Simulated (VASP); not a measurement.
HfC, 2 atoms in the cell. Symmetry: I4/mmm, No. 139, tetragonal system. The conventional cell has a = 3.337 Å, b = 3.337 Å, c = 4.511 Å, α = 90.00°, β = 90.00°, γ = 90.00°. Hf (site symmetry 4/mmm) has 6 C at 2.26 to 2.36 Å within 3.0 Å. Within 3.0 Å of C (site symmetry 4/mmm) lie 6 Hf at 2.26 to 2.36 Å.  This cell differs from its parent crystal: strain +0.015 along x and y, -0.030 along z.

| Item | Value |
| --- | --- |
| Program | VASP 6.6.1 |
| Task | single point |
| Functional | PBE |
| Potentials or basis | VASP PAW PBE potentials, release 64 (Hf_pv, C) |
| Cutoff | 520 eV |
| k mesh | 18 × 18 × 18 |
| Occupations | gaussian, width 0.15 eV |
| Spin | no spin polarisation |
| Dipole correction | no |
| Further INCAR settings | ALGO = Normal; EDIFF = 1e-07; NBANDS = 14 |

Potentials or basis: VASP PAW PBE potentials, release 64 (Hf_pv, C).

Run with:

```sh
$ cat potpaw_PBE.64/Hf_pv/POTCAR potpaw_PBE.64/C/POTCAR > POTCAR
$ mpirun -np 1 vasp_std > vasp.out
```

Hardware: 1 thread of AMD EPYC 7R13 Processor (Zen 3), with other jobs on the host.

Q: How long does it take, and how much memory?

A: Wall time 120 s on 1 thread of AMD EPYC 7R13 Processor (Zen 3), on a shared host, peak memory 0.26 GiB. Counts: scf iterations 14, k points 480.
